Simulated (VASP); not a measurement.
# Si: single point with r2SCAN

Crystal: Si.

```
CELL_PARAMETERS angstrom
2.62054 0.00000 0.00000
-1.31027 2.26946 0.00000
0.00000 0.00000 2.42936
ATOMIC_POSITIONS crystal
Si 0.00000 0.00000 0.00000
```

This cell differs from its parent crystal: strain +0.000 along x and y, -0.015 along z.

```json
{
 "Program": "VASP 6.6.1",
 "Task": "single point",
 "Functional": "r2SCAN",
 "Potentials or basis": "VASP PAW PBE potentials, release 64 (Si)",
 "Cutoff": "520 eV",
 "k mesh": "24 × 24 × 20",
 "Occupations": "gaussian, width 0.15 eV",
 "Spin": "no spin polarisation",
 "Dipole correction": "no",
 "Further INCAR settings": "ALGO = Normal; EDIFF = 1e-06; NBANDS = 8"
}
```

| Property | Result |
| --- | --- |
| Pressure | 4.1 GPa |
| Band gap on the k mesh | zero (bands 2 and 3 overlap by 13.00 eV) |

Stress tensor (GPa, compression positive):
```
2.73 0.00 0.00
0.00 2.73 0.00
0.00 0.00 6.87
```

Levels at points of the mesh, in eV from the Fermi level:
| k point | band 1 | band 2 | band 3 | band 4 | band 5 | band 6 |
| --- | --- | --- | --- | --- | --- | --- |
| (0.00, 0.00, 0.00) | -15.10 | 7.98 | 9.01 | 10.89 | 10.89 | 12.87 |
| (0.50, 0.00, 0.00) | -8.20 | -7.38 | 5.33 | 6.71 | 14.30 | 16.45 |
| (0.00, 0.00, 0.50) | -9.66 | -7.73 | 15.15 | 15.15 | 15.95 | 15.95 |
| (0.50, 0.00, 0.50) | -3.14 | -2.48 | -1.72 | 1.63 | 9.54 | 12.94 |

Run time: 120 s on 1 thread of Intel(R) Xeon(R) Platinum 8488C (Sapphire Rapids), with other jobs on the host, peak memory 0.17 GiB.

Caveat: the cell differs from its parent crystal (strain +0.000 along x and y, -0.015 along z); the cell stands under pressure; the PAW data sets were made with another functional, which shifts forces and pressure a little.
